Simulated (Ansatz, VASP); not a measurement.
Two plane-wave programs on Ni

File INCAR:

```
SYSTEM = Ni
  ALGO = Fast
  EDIFF = 1E-7
  ENCUT = 520
  GGA = CA
  ISIF = 2
  ISMEAR = 0
  LASPH = .True.
  LCHARG = .True.
  LELF = .True.
  LREAL = .False.
  LVHAR = .True.
  LWAVE = .False.
  NBANDS = 17
  NELM = 100
  PREC = Accurate
  SIGMA = 0.15
```

File KPOINTS:

```
k-points
0
Gamma
  20 20 12
  0 0 0
```

The input POSCAR:

```
Ni
1.0
   -1.3590661858      1.3590661858      1.3590661858
    1.3590661858     -1.3590661858      1.3590661858
    2.7181323716      2.7181323716      0.0000000000
Ni
2
Direct
   -0.0099067830     -0.0730178025      0.0000000000
    0.5099067830      0.5730178025      0.5000000000
```

Input for Ansatz:

```yaml
crystal:
  lattice:
    - [-1.3590661858, 1.3590661858, 1.3590661858]
    - [1.3590661858, -1.3590661858, 1.3590661858]
    - [2.7181323716, 2.7181323716, 0.0]
  atoms:
    - { symbol: Ni, position: [-0.009906783, -0.0730178025, 0.0] }
    - { symbol: Ni, position: [0.509906783, 0.5730178025, 0.5] }
basis:
  ecutwfc: 520.0
kpoints:
  mp_grid: { grid: [20, 20, 12] }
hamiltonian:
  xc: lda
  pseudopotentials: { kind: paw, azcp: { folder: soft_1 } }
scf:
  occupations: { method: gaussian, width: 0.15 }
output:
  forces: true
  stress: true
  eigenvalues: true
```

Change from the starting cell: mode 1 frozen in at -0.121 Å and mode 5 at -0.113 Å (largest displacements).

Alike in both runs: task single point; functional LDA; k mesh 20 × 20 × 12; occupations gaussian, width 0.15 eV; no spin polarisation.

|  | VASP | Ansatz |
| --- | --- | --- |
| version | VASP 6.6.1 | Ansatz 0.2.0 |
| potentials or method | VASP PAW LDA potentials, release 64 (Ni), cutoff 520 eV | scalar-relativistic, plane waves, PAW |
| valence electrons in the cell | 20 | 36 |

```tsv
	VASP	Ansatz	Ansatz less VASP
gap on the k mesh at the Fermi level (eV)	none	none	-
pressure (GPa)	3.3	3.2	-0.03
traceless stress, the component that is largest in VASP (GPa)	-4.59	-4.66	-0.068
rms of the force components (eV/Å)	0.585	0.593	+0.0082
```

Ansatz warns that its potentials were made for another functional, while VASP's fit it. LDA's correlation is that of Perdew and Zunger in VASP and of Perdew and Wang (1992) in Ansatz. Atom by atom the forces differ by 0.009 eV/Å (rms over components). A gap of «none» marks a metal or a gap that the smearing closes. VASP's potentials hold 20 valence electrons a cell and Ansatz's 36, so a difference there can come from the potentials and not from the codes.
